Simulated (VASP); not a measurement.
Runs of VASP 6.6.1 on Cd2S. The structure is that of space group P3m1 (No. 156), or close to it. The cells are those of the table. 

| level | potentials or basis | cell | gap on the mesh (eV) | pressure (GPa) | largest force (eV/Å) |
| --- | --- | --- | --- | --- | --- |
| r2SCAN | VASP PAW PBE potentials, release 64 (Cd, S) | a = 3.909, b = 3.909, c = 5.731 Å, angles 90.0, 90.0, 120.0°, 3 atoms | 0.29 | 0.5 | 0.16 |
| PBE | VASP PAW PBE potentials, release 64 (Cd, S) | a = 3.963, b = 3.963, c = 5.809 Å, angles 90.0, 90.0, 120.0°, 3 atoms | 0.23 | 0.1 | (a) |
| PBEsol | VASP PAW PBE potentials, release 64 (Cd, S) | a = 3.936, b = 3.936, c = 5.770 Å, angles 90.0, 90.0, 120.0°, 3 atoms | 0.21 | (b) | 0.08 |
| LDA | VASP PAW LDA potentials, release 64 (Cd, S) | a = 3.989, b = 3.989, c = 5.848 Å, angles 90.0, 90.0, 120.0°, 3 atoms | 0.25 | -5.2 | 0.22 |
| PBEsol | VASP PAW PBE potentials, release 64 (Cd, S) | a = 3.883, b = 3.883, c = 5.809 Å, angles 90.0, 90.0, 120.0°, 3 atoms | 0.19 | -1.3 | 0.08 |
| LDA | VASP PAW LDA potentials, release 64 (Cd, S) | a = 3.963, b = 3.963, c = 5.809 Å, angles 90.0, 90.0, 120.0°, 3 atoms | 0.24 | -4.6 | 0.16 |
| PBEsol | VASP PAW PBE potentials, release 64 (Cd, S) | a = 4.015, b = 4.015, c = 5.886 Å, angles 90.0, 90.0, 120.0°, 3 atoms | 0.26 | -4.1 | 0.26 |
| LDA | VASP PAW LDA potentials, release 64 (Cd, S) | a = 3.909, b = 3.909, c = 5.731 Å, angles 90.0, 90.0, 120.0°, 3 atoms | 0.21 | (c) | 0.10 |

Alike in all rows: task single point; no spin polarisation; k mesh 8 × 8 × 5; cutoff (eV) 520; smearing fermi-dirac 0.05 eV.

Question: Estimate the missing entries.

Answer: (a) 0.05; (b) -1.9; (c) -3.0.

Caveats: the PAW data sets were made with another functional, which shifts forces and pressure a little (some runs).

A k mesh can miss the band edges, and the runs leave out spin-orbit coupling on Cd.
